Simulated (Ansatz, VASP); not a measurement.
**Two plane-wave programs on Al**

```
CELL_PARAMETERS angstrom
0.00000 2.00880 2.02398
2.03916 0.00000 2.02398
2.03916 2.00880 0.00000
ATOMIC_POSITIONS crystal
Al 0.00000 0.00000 0.00000
```

Change from the starting cell: strain +0.0075 x Voigt [1, -1, 0, 0, 0, 0], atoms carried along.

Alike in both runs: task single point; functional PBE; k mesh 20 × 20 × 20; occupations gaussian, width 0.15 eV; no spin polarisation.

```csv
,VASP,Ansatz
version,VASP 6.6.1,Ansatz 0.2.0
potentials or method,"VASP PAW PBE potentials, release 64 (Al), cutoff 520 eV","scalar-relativistic, plane waves, PAW"
valence electrons in the cell,3,3
```

|  | VASP | Ansatz | Ansatz less VASP |
| --- | --- | --- | --- |
| gap on the k mesh at the Fermi level (eV) | none | none | - |
| pressure (GPa) | -0.4 | -0.4 | +0.04 |
| traceless stress, the component that is largest in VASP (GPa) | -0.16 | -0.16 | -0.004 |

A gap of «none» marks a metal or a gap that the smearing closes.
